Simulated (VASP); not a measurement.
# Ge in VASP: single point with PBE0

Aim: the single point of Ge with PBE0.

Program: VASP 6.6.1. These are calculated values, not measurements. Logs are shortened: lines on timing, memory, paths and dates and some standing lists are left out, and cuts for length are marked.

## (1) The cell of the first run

The typed cell holds 2 atoms: a = 2.980 Å, b = 2.980 Å, c = 5.235 Å, α = 90.00°, β = 90.00°, γ = 127.12°.

## (2) Single point, PBE0

Contents of POSCAR:

```
Ge
1.0
    1.3267112233     -2.6678269589      0.0000000000
    1.3267112233      2.6678269589      0.0000000000
    0.0000000000      0.0000000000      5.2351521781
Ge
2
Direct
    0.5000229418      0.4999770582      0.2500000000
    0.4999770582      0.5000229418      0.7500000000
```

Contents of INCAR.step1:

```
  PREC = Accurate
  ENCUT = 520
  EDIFF = 1E-5
  ISMEAR = -1
  SIGMA = 0.05
  LREAL = F
  LASPH = T
  NELM = 80
  ALGO = Normal
  ISIF = 2
  LWAVE = T
  LCHARG = F
  GGA = PE
  NBANDS = 21
```

Contents of INCAR.step2:

```
  PREC = Accurate
  ENCUT = 520
  EDIFF = 1E-6
  ISMEAR = -1
  SIGMA = 0.05
  LREAL = F
  LASPH = T
  NELM = 80
  ALGO = Normal
  ISIF = 2
  LWAVE = F
  LCHARG = F
  GGA = PE
  LHFCALC = T
  AEXX = 0.25
  PRECFOCK = Normal
  ISTART = 1
  NBANDS = 21
```

Contents of KPOINTS:

```
regular mesh
0
Gamma
  5 5 3
```

Potentials or basis: VASP PAW PBE potentials, release 64 (Ge_d).

Launch:

```console
$ cat potpaw_PBE.64/Ge_d/POTCAR > POTCAR
$ cp INCAR.step1 INCAR
$ mpirun -np 1 vasp_std > vasp.out
$ cp INCAR.step2 INCAR
$ mpirun -np 1 vasp_std > vasp.out
```

OUTCAR:

```text
PREC = Accurate
   ENCUT = 520
   EDIFF = 1E-6
   ISMEAR = -1
   LREAL = F
   LASPH = T
   NELM = 80
   ISIF = 2
   GGA = PE
   LHFCALC = T
   AEXX = 0.25
   PRECFOCK = Normal
   ISTART = 1

 ion  position               nearest neighbor table
   1  0.500  0.500  0.250-   2 2.62   2 2.62
   2  0.500  0.500  0.750-   1 2.62   1 2.62

  LATTYP: Found a base centered orthorhombic cell.
 ALAT       =     2.6534224466
 B/A-ratio  =     2.0108573079
 C/A-ratio  =     1.9729810399

  Lattice vectors:

 A1 = (   1.3267112233,  -2.6678269589,   0.0000000000)
 A2 = (   1.3267112233,   2.6678269589,   0.0000000000)
 A3 = (   0.0000000000,   0.0000000000,   5.2351521781)

Analysis of symmetry for initial positions (statically):
=====================================================================
 Subroutine PRICEL returns:
 Original cell was already a primitive cell.

 Routine SETGRP: Setting up the symmetry group for a
 base centered orthorhombic supercell.

 Subroutine GETGRP returns: Found  8 space group operations
 (whereof  4 operations were pure point group operations)
 out of a pool of  8 trial point group operations.

The static configuration has the point symmetry C_2h.
 The point group associated with its full space group is D_2h.

Analysis of symmetry for dynamics (positions and initial velocities):
=====================================================================
 Subroutine PRICEL returns:
 Original cell was already a primitive cell.

 Routine SETGRP: Setting up the symmetry group for a
 base centered orthorhombic supercell.

 Subroutine GETGRP returns: Found  8 space group operations
 (whereof  4 operations were pure point group operations)
 out of a pool of  8 trial point group operations.

The dynamic configuration has the point symmetry C_2h.
 The point group associated with its full space group is D_2h.

 Subroutine INISYM returns: Found  8 space group operations
 (whereof  4 operations are pure point group operations),
 and found     1 'primitive' translations

----------------------------------------------------------------------------------------

                                     Primitive cell

  volume of cell :      37.0590

  direct lattice vectors                    reciprocal lattice vectors
     1.326711223 -2.667826959  0.000000000     0.376871765 -0.187418452  0.000000000
     1.326711223  2.667826959  0.000000000     0.376871765  0.187418452  0.000000000
     0.000000000  0.000000000  5.235152178     0.000000000  0.000000000  0.191016415

  length of vectors
     2.979507233  2.979507233  5.235152178     0.420901418  0.420901418  0.191016415

  position of ions in fractional coordinates (direct lattice)
     0.500022942  0.499977058  0.250000000
     0.499977058  0.500022942  0.750000000

  ion indices of the primitive-cell ions
   primitive index   ion index
                 1           1
                 2           2

----------------------------------------------------------------------------------------

 KPOINTS: regular mesh

Automatic generation of k-mesh.
 Grid dimensions read from file:
 generate k-points for:    5    5    3

 Generating k-lattice:

  Cartesian coordinates                     Fractional coordinates (reciprocal lattice)
     0.075374353 -0.037483690  0.000000000     0.200000000 -0.000000000  0.000000000
     0.075374353  0.037483690  0.000000000    -0.000000000  0.200000000  0.000000000
     0.000000000  0.000000000  0.063672138     0.000000000  0.000000000  0.333333333

  Length of vectors
     0.084180284  0.084180284  0.063672138

  Shift w.r.t. Gamma in fractional coordinates (k-lattice)
     0.000000000  0.000000000  0.000000000

 Subroutine IBZKPT returns following result:
 ===========================================

 Found     18 irreducible k-points:

 Following reciprocal coordinates:
            Coordinates               Weight
  0.000000  0.000000  0.000000      1.000000
  0.200000  0.000000  0.000000      4.000000
  0.400000  0.000000  0.000000      4.000000
  0.200000  0.200000  0.000000      2.000000
  0.400000  0.200000  0.000000      4.000000
 -0.400000  0.200000  0.000000      4.000000
[... 10 lines left out ...]
  0.400000  0.400000  0.333333      4.000000
 -0.400000  0.400000  0.333333      4.000000
   k-points           NKPTS =     18   k-points in BZ     NKDIM =     75   number of bands    NBANDS=     21
   number of dos      NEDOS =    301   number of ions     NIONS =      2
   total plane-waves  NPLWV =  23040
   dimension x,y,z NGX =    24 NGY =   24 NGZ =   40
   dimension x,y,z NGXF=    48 NGYF=   48 NGZF=   80
   ions per type =               2
   NGX,Y,Z   is equivalent  to a cutoff of  13.39, 13.39, 12.70 a.u.
   NGXF,Y,Z  is equivalent  to a cutoff of  26.78, 26.78, 25.40 a.u.
 SYSTEM =  unknown system
   PREC   = accura    normal or accurate (medium, high low for compatibility)
   ISTART =      1    job   : 0-new  1-cont  2-samecut
   ICHARG =      0    charge: 1-file 2-atom 10-const
   ISPIN  =      1    spin polarized calculation?
   LNONCOLLINEAR =      F non collinear calculations
   LSORBIT =      F    spin-orbit coupling
   LASPH  =      T    aspherical Exc in radial PAW
   ENCUT  =  520.0 eV  38.22 Ry    6.18 a.u.   5.54  5.54  9.73*2*pi/ulx,y,z
   NELM   =     80;   NELMIN=  2; NELMDL=  0     # of ELM steps
   EDIFF  = 0.1E-05   stopping-criterion for ELM
   LREAL  =      F    real-space projection
   EDIFFG = 0.1E-04   stopping-criterion for IOM
   NSW    =      0    number of steps for IOM
   IBRION =     -1    ionic relax: 0-MD 1-quasi-New 2-CG
   NFREE  =      0    steps in history (QN), initial steepest desc. (CG)
   ISIF   =      2    stress and relaxation
   ISYM   =      3    0-nonsym 1-usesym 2-fastsym
   POTIM  = 0.5000    time-step for ionic-motion
   TEBEG  =    0.0;   TEEND  =   0.0 temperature during run
   PSTRESS=    0.0 pullay stress
   NELECT =      28.0000    total number of electrons
   NUPDOWN=      -1.0000    fix difference up-down
   EMIN   =  10.00;   EMAX   =-10.00  energy-range for DOS
   EFERMI =   0.00;   METHOD = LEGACY
   ISMEAR =    -1;   SIGMA  =   0.05  broadening in eV -4-tet -1-fermi 0-gaus
   EFERMI_NEDOS =   21; number of points for ismear=-14 and -15
   IALGO  =     38    algorithm
   IMIX   =      1    mixing-type and parameters
     AMIX     =   0.40;   BMIX     =  1.00
     AMIX_MAG =   1.60;   BMIX_MAG =  1.00
  volume/ion in A,a.u.               =      18.53       125.04
  Fermi-wavevector in a.u.,A,eV,Ry     =   1.491064  2.817703 30.249464  2.223273
  Thomas-Fermi vector in A             =   2.603767
   LORBIT       =      0    0 simple, 1 ext, 2 COOP (PROOUT), +10 PAW based schemes
   GGA     = PE    functional components
   LHFCALC =     T    Hartree Fock is set to
   PRECFOCK=normal    Normal, Fast or Accurate (Low or Medium for compatibility)
   ENCUT4O =  -1.0   cutoff for four orbital integrals eV
   NKREDX  =     1    reduce k-point grid by
   NKREDY  =     1    reduce k-point grid by
   NKREDZ  =     1    reduce k-point grid by
   AEXX    =    0.2500 exact exchange contribution
   HFSCREEN=    0.0000 screening length (either q_TF or 0.3 A-1)
   HFSCREENC=   0.0000 screening length for correlation (either q_TF or 0.3 A-1)
   ENCUTFOCK=  -1.0 apply spherical cutoff to Coloumb kernel
   IVDW    =     0    specifies the selected vdW correction
   LEPSILON=     F    determine dielectric tensor
   LRPA    =     F    only Hartree local field effects (RPA)
 non-spin polarized calculation
  energy-cutoff  :      520.00
  volume of cell :       37.06
 maximum number of plane-waves:      1011
 NGX is ok and might be reduce to    24
  NGX = 18; NGY = 18; NGZ = 30

 number of electron      28.0000015 magnetization

 Free energy of the ion-electron system (eV)
  ---------------------------------------------------
  ext. energy  EPLUGINS =         0.00000000
  ---------------------------------------------------
  free energy    TOTEN  =       -11.10473275 eV

  energy without entropy =      -11.10173361  energy(sigma->0) =      -11.10323318

 E-fermi :   6.8181     XC(G=0):  -8.9124

 val. band max:        5.8294393114   @ k =   0.2000   0.2000   0.3333
 cond. band min:       6.8730284031   @ k =  -0.4000   0.4000   0.3333
 fundamental gap:      1.0435890917
 Fermi energy:         6.8180977246

 k-point     1 :       0.0000    0.0000    0.0000
  band No.  band energies     occupation
      1     -21.9149      2.00000
      2     -21.8502      2.00000
      3     -21.8468      2.00000
      4     -21.7355      2.00000
      5     -21.7350      2.00000
      6     -21.7247      2.00000
[... 13 lines left out ...]
     20      21.5674      0.00000
     21      23.2172      0.00000

 k-point     2 :       0.2000    0.0000    0.0000
  band No.  band energies     occupation
      1     -21.8784      2.00000
      2     -21.7993      2.00000
      3     -21.7859      2.00000
      4     -21.7495      2.00000
      5     -21.7436      2.00000
      6     -21.7392      2.00000
[... 13 lines left out ...]
     20      18.9928      0.00000
     21      20.6080      0.00000

 k-point     3 :       0.4000    0.0000    0.0000
  band No.  band energies     occupation
      1     -21.8624      2.00000
      2     -21.8035      2.00000
      3     -21.7961      2.00000
      4     -21.7865      2.00000
      5     -21.7450      2.00000
      6     -21.6768      2.00000
[... 13 lines left out ...]
     20      19.3198      0.00000
     21      19.8722      0.00000

 k-point     4 :       0.2000    0.2000    0.0000
  band No.  band energies     occupation
      1     -21.8487      2.00000
      2     -21.8003      2.00000
      3     -21.7897      2.00000
      4     -21.7851      2.00000
      5     -21.7440      2.00000
      6     -21.6982      2.00000
[... 13 lines left out ...]
     20      18.7380      0.00000
     21      19.5208      0.00000

 k-point     5 :       0.4000    0.2000    0.0000
  band No.  band energies     occupation
      1     -21.8401      2.00000
      2     -21.7945      2.00000
      3     -21.7816      2.00000
      4     -21.7801      2.00000
      5     -21.7584      2.00000
      6     -21.6761      2.00000
[... 13 lines left out ...]
     20      20.4486      0.00000
     21      20.6281      0.00000

 k-point     6 :      -0.4000    0.2000    0.0000
  band No.  band energies     occupation
      1     -21.8612      2.00000
      2     -21.8018      2.00000
      3     -21.7885      2.00000
      4     -21.7719      2.00000
      5     -21.7282      2.00000
      6     -21.7155      2.00000
[... 13 lines left out ...]
     20      18.0299      0.00000
     21      21.7670      0.00000

 k-point     7 :      -0.2000    0.2000    0.0000
  band No.  band energies     occupation
      1     -21.9130      2.00000
      2     -21.8509      2.00000
      3     -21.8359      2.00000
      4     -21.7567      2.00000
      5     -21.7133      2.00000
      6     -21.7032      2.00000
[... 13 lines left out ...]
     20      20.0525      0.00000
     21      21.3332      0.00000
[... 147 lines left out ...]
      1     -21.8029      2.00000
      2     -21.7853      2.00000
      3     -21.7654      2.00000
      4     -21.7507      2.00000
      5     -21.7327      2.00000
      6     -21.7062      2.00000
[... 13 lines left out ...]
     20      17.7587      0.00000
     21      19.8665      0.00000

 k-point    15 :      -0.4000    0.2000    0.3333
  band No.  band energies     occupation
      1     -21.8068      2.00000
      2     -21.7928      2.00000
      3     -21.7882      2.00000
      4     -21.7452      2.00000
      5     -21.7189      2.00000
      6     -21.7102      2.00000
[... 13 lines left out ...]
     20      20.7388      0.00000
     21      22.2507      0.00000

 k-point    16 :      -0.2000    0.2000    0.3333
  band No.  band energies     occupation
      1     -21.8800      2.00000
      2     -21.8570      2.00000
      3     -21.8004      2.00000
      4     -21.7315      2.00000
      5     -21.7108      2.00000
      6     -21.7058      2.00000
[... 13 lines left out ...]
     20      20.9258      0.00000
     21      22.7001      0.00000

 k-point    17 :       0.4000    0.4000    0.3333
  band No.  band energies     occupation
      1     -21.8111      2.00000
      2     -21.7882      2.00000
      3     -21.7589      2.00000
      4     -21.7541      2.00000
      5     -21.7108      2.00000
      6     -21.7079      2.00000
[... 13 lines left out ...]
     20      19.2634      0.00000
     21      19.8019      0.00000

 k-point    18 :      -0.4000    0.4000    0.3333
  band No.  band energies     occupation
      1     -21.8925      2.00000
      2     -21.8677      2.00000
      3     -21.7630      2.00000
      4     -21.7596      2.00000
      5     -21.7051      2.00000
      6     -21.6748      2.00000
[... 13 lines left out ...]
     20      19.2389      0.00000
     21      19.8435      0.00000

------------------------ aborting loop because EDIFF is reached ----------------------------------------

  FORCE on cell =-STRESS in cart. coord.  units (eV):
  Direction    XX          YY          ZZ          XY          YZ          ZX
  --------------------------------------------------------------------------------------
  -------------------------------------------------------------------------------------
  Total        0.0166858     -0.0050879     -0.0001521      0.0000000     -0.0000000      0.0000000
  in kB        0.7213784     -0.2199652     -0.0065742      0.0000000     -0.0000000      0.0000000
  external PRESSURE =       0.1649463 kB  Pullay stress =       0.0000000 kB

 VOLUME and BASIS-vectors are now :
 -----------------------------------------------------------------------------
  energy-cutoff  :      520.00
  volume of cell :       37.06
      direct lattice vectors                 reciprocal lattice vectors
     1.326711223 -2.667826959  0.000000000     0.376871765 -0.187418452  0.000000000
     1.326711223  2.667826959  0.000000000     0.376871765  0.187418452  0.000000000
     0.000000000  0.000000000  5.235152178     0.000000000  0.000000000  0.191016415

 POSITION                                       TOTAL-FORCE (eV/Angst)
 -----------------------------------------------------------------------------------
      1.32671     -0.00012      1.30879         0.000000      0.000101      0.000000
      1.32671      0.00012      3.92636         0.000000     -0.000101     -0.000000
 -----------------------------------------------------------------------------------
    total drift:                                0.000000      0.000000      0.000000

  FREE ENERGIE OF THE ION-ELECTRON SYSTEM (eV)
  ---------------------------------------------------
  free  energy   TOTEN  =       -11.1047327503 eV

  energy  without entropy=      -11.1017336095  energy(sigma->0) =      -11.10323318
```

Wall time 72 min (1 thread of Intel Xeon 8259CL, shared host); peak memory 0.18 GiB.

What came out:

| Item | Value |
| --- | --- |
| Free energy | -11.1047 eV |
| Pressure | 0.0 GPa |
| Band gap on the k mesh | zero (bands 14 and 15 overlap by 9.49 eV) |

Stress tensor (GPa, compression positive):
```
 0.07  0.00  0.00
 0.00 -0.02  0.00
 0.00  0.00  0.00
```

Levels at points of the mesh, in eV from the Fermi level:
```tsv
k point	band 10	band 11	band 12	band 13	band 14	band 15	band 16	band 17	band 18	band 19
(0.00, 0.00, 0.00)	-28.42	-15.50	-10.72	-7.45	7.27	8.60	10.81	11.21	11.21	12.77
```

Caveat: the k points lie up to 0.53 Å⁻¹ apart, too coarse for converged energies and pressures of a metal; the PAW data sets were made with another functional, which shifts forces and pressure a little.

The gap in the log of VASP goes by the Fermi energy; the results here count the filled bands.